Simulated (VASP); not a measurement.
Wanted: the native input for a VASP 6.6.1 run.

```yaml
Task: single point
Functional: PBE
Potentials_or_basis: VASP PAW PBE potentials, release 64 (Dy_3, Ag, H), 4f in core
Cutoff: 500 eV
k_mesh: 4 × 4 × 3
Occupations: gaussian, width 0.2 eV
Spin: no spin polarisation
Dipole_correction: no
Further_INCAR_settings: ALGO = Normal; EDIFF = 1e-06; NBANDS = 32
```

The structure of DyAgH2 lies in POSCAR:

```
DyAgH2
1.0
    1.8674186038     -5.7291857225      0.0000000000
    1.8674186038      5.7291857225      0.0000000000
    0.0000000000      0.0000000000      5.7525896960
Dy Ag H
2 2 4
Direct
    0.7056193282      0.2943806718      0.7500000000
    0.2943806718      0.7056193282      0.2500000000
    0.4380704419      0.5619295581      0.7500000000
    0.5619295581      0.4380704419      0.2500000000
    0.8106181422      0.1893818578      0.4471544923
    0.1893818578      0.8106181422     -0.0528455077
    0.1893818578      0.8106181422      0.5528455077
    0.8106181422      0.1893818578      1.0528455077
```

The cell was generated, and may not be a known phase.

These files were run (other wordings do the same):

INCAR

```
SYSTEM = DyAgH2
  PREC = Accurate
  ENCUT = 500
  EDIFF = 1E-6
  ISMEAR = 0
  SIGMA = 0.2
  LREAL = .False.
  LASPH = .True.
  NELM = 200
  ALGO = Normal
  ISIF = 2
  LWAVE = .False.
  LCHARG = .False.
  GGA = PE
  NBANDS = 32
  GGA_COMPAT = .False.
  LMAXMIX = 6
```

KPOINTS

```
regular mesh
0
Gamma
  4 4 3
  0 0 0
```

Potentials or basis: VASP PAW PBE potentials, release 64 (Dy_3, Ag, H), 4f in core.

Launch:

```console
$ cat potpaw_PBE.64/Dy_3/POTCAR potpaw_PBE.64/Ag/POTCAR potpaw_PBE.64/H/POTCAR > POTCAR
$ mpirun -np 1 vasp_std > vasp.out
```

Results of the run:

```yaml
Pressure: 0.3 GPa
Largest_force: 0.028 eV/Å
Band_gap_on_the_k_mesh: zero (bands 22 and 23 overlap by 0.43 eV)
```

Caveat: the k points lie up to 0.44 Å⁻¹ apart; spin-orbit coupling is left out, which moves the levels of the heavy elements; the 4f electrons are frozen in the core, so they carry no moment and show no levels.

Run time: 83 s on 1 thread of AMD EPYC 7R13 Processor (Zen 3), on a shared host, peak memory 0.29 GiB.
